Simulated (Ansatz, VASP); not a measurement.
# Two plane-wave programs on Pt

```
Pt
1.0
     0.00000    1.94683    1.81055
     1.94683    0.00000    1.81055
     1.94683    1.94683    0.00000
Pt
1
Direct
  0.00000 0.00000 0.00000
```

Change from the starting cell: normal strain along x +0.0000, normal strain along z -0.0700.

Alike in both runs: task single point; functional LDA; k mesh 20 × 20 × 20; occupations gaussian, width 0.15 eV; no spin polarisation.

|  | VASP | Ansatz |
| --- | --- | --- |
| version | VASP 6.6.1 | Ansatz 0.2.0 |
| potentials or method | VASP PAW LDA potentials, release 64 (Pt), cutoff 520 eV | scalar-relativistic, plane waves, PAW |
| valence electrons in the cell | 10 | 18 |

Ansatz gave:

```
gap on the k mesh at the Fermi level (eV)                     : none
pressure (GPa)                                                : 27.7
traceless stress, the component that is largest in VASP (GPa) : 4.90
```

Task: Which values does VASP return?

Result: gap on the k mesh at the Fermi level (eV): none; pressure (GPa): 28.8; traceless stress, the component that is largest in VASP (GPa): 4.93.

LDA's correlation is that of Perdew and Zunger in VASP and of Perdew and Wang (1992) in Ansatz. A gap of «none» marks a metal or a gap that the smearing closes. VASP's potentials hold 10 valence electrons a cell and Ansatz's 18, so a difference there can come from the potentials and not from the codes.

Neither program's run includes spin-orbit coupling.
